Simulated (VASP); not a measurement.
# HfN (Fmm2) in VASP: further runs

Runs on HfN. Level: LDA. Tasks: single point.

Everything below comes from runs of VASP 6.6.1. Logs are shortened: lines on timing, memory, paths and dates and some standing lists are left out, and cuts for length are marked.

## Step 1: The cell of the first run

Symmetry: Fmm2, No. 42, orthorhombic system. Conventional cell: a = 4.379 Å, b = 4.468 Å, c = 4.379 Å, α = 90.00°, β = 90.00°, γ = 90.00°. Within 2.8 Å of Hf (site symmetry mm2) lie 6 N at 2.14 to 2.24 Å. Within 2.8 Å of N (site symmetry mm2) lie 6 Hf at 2.14 to 2.24 Å.

## Step 2: Single point, LDA

Input file INCAR:

```
SYSTEM = HfN
ALGO = Normal
EDIFF = 1E-6
ENCUT = 520
ISIF = 2
ISMEAR = 0
LASPH = .TRUE.
LCHARG = .FALSE.
LREAL = .FALSE.
LWAVE = .FALSE.
NBANDS = 14
NELM = 100
PREC = Accurate
SIGMA = 0.15
```

Input file KPOINTS:

```
k-points
0
G
  18 18 18
  0 0 0
```

Input file POSCAR:

```
HfN
1.0
    0.0000000000      2.1892961657      2.2339756793
    2.1892961657      0.0000000000      2.2339756793
    2.1892961657      2.1892961657      0.0000000000
Hf N
1 1
Direct
   -0.0007903877      0.0007903877      0.0007903877
    0.5100717301      0.4899282699      0.4899282699
```

Potentials or basis: VASP PAW LDA potentials, release 64 (Hf_pv, N).

Run with:

```bash
> cat potpaw_LDA.64/Hf_pv/POTCAR potpaw_LDA.64/N/POTCAR > POTCAR
> mpirun -np 1 vasp_std > vasp.out
```

OUTCAR:

```text
SYSTEM = HfN
   EDIFF = 1E-6
   ENCUT = 520
   ISIF = 2
   ISMEAR = 0
   LASPH = .TRUE.
   LREAL = .FALSE.
   NELM = 100
   PREC = Accurate

 ion  position               nearest neighbor table
   1  0.999  0.001  0.001-   2 2.14   2 2.19   2 2.19   2 2.23   2 2.23   2 2.24
   2  0.510  0.490  0.490-   1 2.14   1 2.19   1 2.19   1 2.23   1 2.23   1 2.24

  LATTYP: Found a body centered tetragonal cell.
 ALAT       =     3.0961323296
 C/A-ratio  =     1.4430750637

  Lattice vectors:

 A1 = (  -2.1892961657,   0.0000000000,   2.2339756793)
 A2 = (   2.1892961657,   0.0000000000,   2.2339756793)
 A3 = (   0.0000000000,   2.1892961657,  -2.2339756793)

Analysis of symmetry for initial positions (statically):
=====================================================================
 Subroutine PRICEL returns:
 Original cell was already a primitive cell.

 Routine SETGRP: Setting up the symmetry group for a
 body centered tetragonal supercell.

 Subroutine GETGRP returns: Found  4 space group operations
 (whereof  4 operations were pure point group operations)
 out of a pool of 16 trial point group operations.

The static configuration has the point symmetry C_2v.

Analysis of symmetry for dynamics (positions and initial velocities):
=====================================================================
 Subroutine PRICEL returns:
 Original cell was already a primitive cell.

 Routine SETGRP: Setting up the symmetry group for a
 body centered tetragonal supercell.

 Subroutine GETGRP returns: Found  4 space group operations
 (whereof  4 operations were pure point group operations)
 out of a pool of 16 trial point group operations.

The dynamic configuration has the point symmetry C_2v.

 Subroutine INISYM returns: Found  4 space group operations
 (whereof  4 operations are pure point group operations),
 and found     1 'primitive' translations

----------------------------------------------------------------------------------------

                                     Primitive cell

  volume of cell :      21.4150

  direct lattice vectors                    reciprocal lattice vectors
     0.000000000  2.189296166  2.233975679    -0.228383902  0.228383902  0.223816224
     2.189296166  0.000000000  2.233975679     0.228383902 -0.228383902  0.223816224
     2.189296166  2.189296166  0.000000000     0.228383902  0.228383902 -0.223816224

  length of vectors
     3.127885074  3.127885074  3.096132330     0.392953070  0.392953070  0.392953070

  position of ions in fractional coordinates (direct lattice)
     0.999209612  0.000790388  0.000790388
     0.510071730  0.489928270  0.489928270

  ion indices of the primitive-cell ions
   primitive index   ion index
                 1           1
                 2           2

----------------------------------------------------------------------------------------

 KPOINTS: k-points

Automatic generation of k-mesh.
 Grid dimensions read from file:
 generate k-points for:   18   18   18

 Generating k-lattice:

  Cartesian coordinates                     Fractional coordinates (reciprocal lattice)
    -0.012687995  0.012687995  0.012434235     0.055555556 -0.000000000  0.000000000
     0.012687995 -0.012687995  0.012434235    -0.000000000  0.055555556  0.000000000
     0.012687995  0.012687995 -0.012434235     0.000000000  0.000000000  0.055555556

  Length of vectors
     0.021830726  0.021830726  0.021830726

  Shift w.r.t. Gamma in fractional coordinates (k-lattice)
     0.000000000  0.000000000  0.000000000

 Subroutine IBZKPT returns following result:
 ===========================================

 Found    865 irreducible k-points:

 Following reciprocal coordinates:
            Coordinates               Weight
  0.000000  0.000000  0.000000      1.000000
  0.055556  0.000000  0.000000      8.000000
  0.111111  0.000000  0.000000      8.000000
  0.166667  0.000000  0.000000      8.000000
  0.222222 -0.000000  0.000000      8.000000
  0.277778  0.000000  0.000000      8.000000
[... 16 lines left out ...]
 -0.277778  0.055556  0.000000      8.000000
 -0.222222  0.055556  0.000000      8.000000
 [... further k-points ...]
   k-points           NKPTS =    865   k-points in BZ     NKDIM =    865   number of bands    NBANDS=     14
   number of dos      NEDOS =    301   number of ions     NIONS =      2
   total plane-waves  NPLWV =  13824
   dimension x,y,z NGX =    24 NGY =   24 NGZ =   24
   dimension x,y,z NGXF=    48 NGYF=   48 NGZF=   48
   ions per type =               1   1
   NGX,Y,Z   is equivalent  to a cutoff of  12.76, 12.76, 12.89 a.u.
   NGXF,Y,Z  is equivalent  to a cutoff of  25.51, 25.51, 25.77 a.u.
 SYSTEM =  HfN
   PREC   = accura    normal or accurate (medium, high low for compatibility)
   ISTART =      0    job   : 0-new  1-cont  2-samecut
   ICHARG =      2    charge: 1-file 2-atom 10-const
   ISPIN  =      1    spin polarized calculation?
   LNONCOLLINEAR =      F non collinear calculations
   LSORBIT =      F    spin-orbit coupling
   LASPH  =      T    aspherical Exc in radial PAW
   ENCUT  =  520.0 eV  38.22 Ry    6.18 a.u.   5.82  5.82  5.76*2*pi/ulx,y,z
   NELM   =    100;   NELMIN=  2; NELMDL= -5     # of ELM steps
   EDIFF  = 0.1E-05   stopping-criterion for ELM
   LREAL  =      F    real-space projection
   EDIFFG = 0.1E-04   stopping-criterion for IOM
   NSW    =      0    number of steps for IOM
   IBRION =     -1    ionic relax: 0-MD 1-quasi-New 2-CG
   NFREE  =      0    steps in history (QN), initial steepest desc. (CG)
   ISIF   =      2    stress and relaxation
   ISYM   =      2    0-nonsym 1-usesym 2-fastsym
   POTIM  = 0.5000    time-step for ionic-motion
   TEBEG  =    0.0;   TEEND  =   0.0 temperature during run
   PSTRESS=    0.0 pullay stress
   NELECT =      15.0000    total number of electrons
   NUPDOWN=      -1.0000    fix difference up-down
   EMIN   =  10.00;   EMAX   =-10.00  energy-range for DOS
   EFERMI =   0.00;   METHOD = LEGACY
   ISMEAR =     0;   SIGMA  =   0.15  broadening in eV -4-tet -1-fermi 0-gaus
   EFERMI_NEDOS =   21; number of points for ismear=-14 and -15
   IALGO  =     38    algorithm
   IMIX   =      4    mixing-type and parameters
     AMIX     =   0.40;   BMIX     =  1.00
     AMIX_MAG =   1.60;   BMIX_MAG =  1.00
  volume/ion in A,a.u.               =      10.71        72.26
  Fermi-wavevector in a.u.,A,eV,Ry     =   1.453894  2.747461 28.760103  2.113808
  Thomas-Fermi vector in A             =   2.571108
   LORBIT       =      0    0 simple, 1 ext, 2 COOP (PROOUT), +10 PAW based schemes
   GGA     = CA    functional components
   LHFCALC =     F    Hartree Fock is set to
   AEXX    =    0.0000 exact exchange contribution
   IVDW    =     0    specifies the selected vdW correction
   LEPSILON=     F    determine dielectric tensor
   LRPA    =     F    only Hartree local field effects (RPA)
 non-spin polarized calculation
 Gauss-broadening in eV      SIGMA  =   0.15
  energy-cutoff  :      520.00
  volume of cell :       21.41
 maximum number of plane-waves:       596
   NGX = 11   NGY = 11   NGZ = 11

 number of electron      15.0000000 magnetization

 Free energy of the ion-electron system (eV)
  ---------------------------------------------------
  ext. energy  EPLUGINS =         0.00000000
  ---------------------------------------------------
  free energy    TOTEN  =       -23.81258100 eV

  energy without entropy =      -23.80615825  energy(sigma->0) =      -23.80936962

 E-fermi :   8.8722     XC(G=0): -13.3625

 val. band max:        8.8703847360   @ k =   0.0556  -0.1667  -0.4444
 cond. band min:       8.8809364289   @ k =   0.4444   0.2778  -0.2222
 fundamental gap:      0.0105516929
 Fermi energy:         8.8721947793

 k-point     1 :       0.0000    0.0000    0.0000
  band No.  band energies     occupation
      1     -21.7698      2.00000
      2     -21.7607      2.00000
      3     -21.7553      2.00000
      4      -8.7863      2.00000
      5       5.7232      2.00000
      6       5.8373      2.00000
      7       5.8546      2.00000
      8       8.3417      2.00000
      9       8.5309      1.99871
     10       8.5759      1.99479
     11      10.6466      0.00000
     12      11.1823      0.00000
     13      11.7949      0.00000
     14      18.7019      0.00000

 k-point     2 :       0.0556    0.0000    0.0000
  band No.  band energies     occupation
      1     -21.8069      2.00000
      2     -21.7696      2.00000
      3     -21.7602      2.00000
      4      -8.6996      2.00000
      5       5.4085      2.00000
      6       5.5719      2.00000
      7       5.6904      2.00000
      8       8.4447      1.99994
      9       8.6189      1.98307
     10       8.7030      1.88927
     11      10.9171      0.00000
     12      11.4628      0.00000
     13      12.0197      0.00000
     14      18.9684      0.00000

 k-point     3 :       0.1111    0.0000    0.0000
  band No.  band energies     occupation
      1     -21.9311      2.00000
      2     -21.7815      2.00000
      3     -21.7685      2.00000
      4      -8.4490      2.00000
      5       4.6472      2.00000
      6       5.0573      2.00000
      7       5.1773      2.00000
      8       8.7017      1.89204
      9       8.8843      0.90884
     10       8.9794      0.31230
     11      11.6238      0.00000
     12      12.2006      0.00000
     13      12.6218      0.00000
     14      19.7234      0.00000
[... 324 lines left out ...]
 k-point    23 :      -0.2778    0.0556    0.0000
  band No.  band energies     occupation
      1     -22.6287      2.00000
      2     -21.8932      2.00000
      3     -21.8010      2.00000
      4      -6.8045      2.00000
      5       1.4485      2.00000
      6       3.0550      2.00000
      7       3.3416      2.00000
      8       9.8407      0.00000
      9      10.6143      0.00000
     10      11.5900      0.00000
     11      13.9636      0.00000
     12      15.8048      0.00000
     13      16.5945      0.00000
     14      20.5730      0.00000

 k-point    24 :      -0.2222    0.0556    0.0000
  band No.  band energies     occupation
      1     -22.4193      2.00000
      2     -21.8699      2.00000
      3     -21.7840      2.00000
      4      -7.3347      2.00000
      5       2.3106      2.00000
      6       3.5158      2.00000
      7       3.8496      2.00000
      8       9.3827      0.00000
      9       9.9374      0.00000
     10      10.7999      0.00000
     11      12.9934      0.00000
     12      15.0863      0.00000
     13      15.4356      0.00000
     14      20.5774      0.00000

 [... further k-points ...]

------------------------ aborting loop because EDIFF is reached ----------------------------------------

  FORCE on cell =-STRESS in cart. coord.  units (eV):
  Direction    XX          YY          ZZ          XY          YZ          ZX
  --------------------------------------------------------------------------------------
  -------------------------------------------------------------------------------------
  Total        2.4087309      2.2509419      0.5124408      0.0000000      0.0000000      0.0000000
  in kB      180.2110427    168.4059361     38.3386494      0.0000000      0.0000000      0.0000000
  external PRESSURE =     128.9852094 kB  Pullay stress =       0.0000000 kB

 VOLUME and BASIS-vectors are now :
 -----------------------------------------------------------------------------
  energy-cutoff  :      520.00
  volume of cell :       21.41
      direct lattice vectors                 reciprocal lattice vectors
     0.000000000  2.189296166  2.233975679    -0.228383902  0.228383902  0.223816224
     2.189296166  0.000000000  2.233975679     0.228383902 -0.228383902  0.223816224
     2.189296166  2.189296166  0.000000000     0.228383902  0.228383902 -0.223816224

 POSITION                                       TOTAL-FORCE (eV/Angst)
 -----------------------------------------------------------------------------------
      0.00346      2.18930      2.23398        -0.764435      0.000000      0.000000
      2.14520      2.18930      2.23398         0.764435      0.000000      0.000000
 -----------------------------------------------------------------------------------
    total drift:                                0.000034     -0.000000      0.000000

  FREE ENERGIE OF THE ION-ELECTRON SYSTEM (eV)
  ---------------------------------------------------
  free  energy   TOTEN  =       -23.8125809953 eV

  energy  without entropy=      -23.8061582527  energy(sigma->0) =      -23.80936962
```

It took 58 s on 1 thread of Intel Xeon 6975P-C (Granite Rapids), shared host; peak memory 0.36 GiB.

What came out:

```yaml
Free_energy: -23.8126 eV
Pressure: 12.9 GPa
Largest_force: 0.764 eV/Å
```

Forces on the atoms (eV/Å):
```
Hf  -0.764  0.000  0.000
N    0.764  0.000  0.000
```

Caveat: spin-orbit coupling is left out, which moves the levels of the heavy elements.

(Continued in part 2 of 2.)
